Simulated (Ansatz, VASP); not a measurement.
**Two plane-wave programs on HfNbTe4**

INCAR

```
  PREC = Accurate
  ENCUT = 520
  EDIFF = 1E-6
  ISMEAR = 0
  SIGMA = 0.2
  LREAL = False
  LASPH = True
  NELM = 60
  ALGO = Normal
  ISIF = 2
  LWAVE = False
  LCHARG = False
  GGA = PE
  NBANDS = 59
```

KPOINTS

```
regular mesh
0
Gamma
  6 4 2
```

The input POSCAR:

```
HfNbTe4
1.0
    3.8222310317      0.0000000000      0.0000000000
    0.0000000000      6.6202983451      0.0000000000
    0.0000000000      0.0000000000     14.3160769000
Hf Nb Te
2 2 8
Direct
    0.0000000000      0.0000000000      0.5000000000
    0.5000000000      0.5000000000      0.5000000000
    0.0000000000      0.0000000000      0.0000000000
    0.5000000000      0.5000000000      0.0000000000
    0.5000000000      0.1666666667      0.6286620000
    0.0000000000      0.6666666667      0.6286620000
    0.5000000000      0.1666666667      0.1245420000
    0.0000000000      0.6666666667      0.1245420000
    0.0000000000      0.3333333333      0.8754580000
    0.5000000000      0.8333333333      0.8754580000
    0.0000000000      0.3333333333      0.3713380000
    0.5000000000      0.8333333333      0.3713380000
```

Input for Ansatz:

```yaml
crystal:
  lattice:
    - [3.8222310317, 0.0, 0.0]
    - [0.0, 6.6202983451, 0.0]
    - [0.0, 0.0, 14.3160769]
  atoms:
    - { symbol: Hf, position: [0.0, 0.0, 0.5] }
    - { symbol: Hf, position: [0.5, 0.5, 0.5] }
    - { symbol: Nb, position: [0.0, 0.0, 0.0] }
    - { symbol: Nb, position: [0.5, 0.5, 0.0] }
    - { symbol: Te, position: [0.5, 0.1666666667, 0.628662] }
    - { symbol: Te, position: [0.0, 0.6666666667, 0.628662] }
    - { symbol: Te, position: [0.5, 0.1666666667, 0.124542] }
    - { symbol: Te, position: [0.0, 0.6666666667, 0.124542] }
    - { symbol: Te, position: [0.0, 0.3333333333, 0.875458] }
    - { symbol: Te, position: [0.5, 0.8333333333, 0.875458] }
    - { symbol: Te, position: [0.0, 0.3333333333, 0.371338] }
    - { symbol: Te, position: [0.5, 0.8333333333, 0.371338] }
basis:
  ecutwfc: 420
kpoints:
  mp_grid: { grid: [6, 4, 2] }
hamiltonian:
  xc: pbe
scf:
  occupations: { method: gaussian, width: 0.2 }
  lower_state_search: "off"
output:
  forces: true
  stress: true
  eigenvalues: true
```

Alike in both runs: task single point; functional PBE; k mesh 6 × 4 × 2; occupations gaussian, width 0.2 eV; no spin polarisation.

```csv
,VASP,Ansatz
version,VASP 6.6.1,Ansatz 0.2.0
potentials or method,"VASP PAW PBE potentials, release 64 (Hf_pv, Nb_sv, Te), cutoff 520 eV","scalar-relativistic, plane waves, PAW"
valence electrons in the cell,94,206
```

VASP gave:

| Quantity | Value |
| --- | --- |
| gap on the k mesh at the Fermi level (eV) | none |
| pressure (GPa) | -0.1 |
| traceless stress, the component that is largest in VASP (GPa) | 0.14 |
| rms of the force components (eV/Å) | 0.012 |

**Question.** Which values does Ansatz return?

**Answer.** gap on the k mesh at the Fermi level (eV): none; pressure (GPa): 0.0; traceless stress, the component that is largest in VASP (GPa): 0.11; rms of the force components (eV/Å): 0.010.

Atom by atom the forces differ by 0.008 eV/Å (rms over components). A gap of «none» marks a metal or a gap that the smearing closes. The functional is the same, so the differences come from potentials, cutoffs and numerics. VASP's potentials hold 94 valence electrons a cell and Ansatz's 206, so a difference there can come from the potentials and not from the codes.

Neither program's run includes spin-orbit coupling.
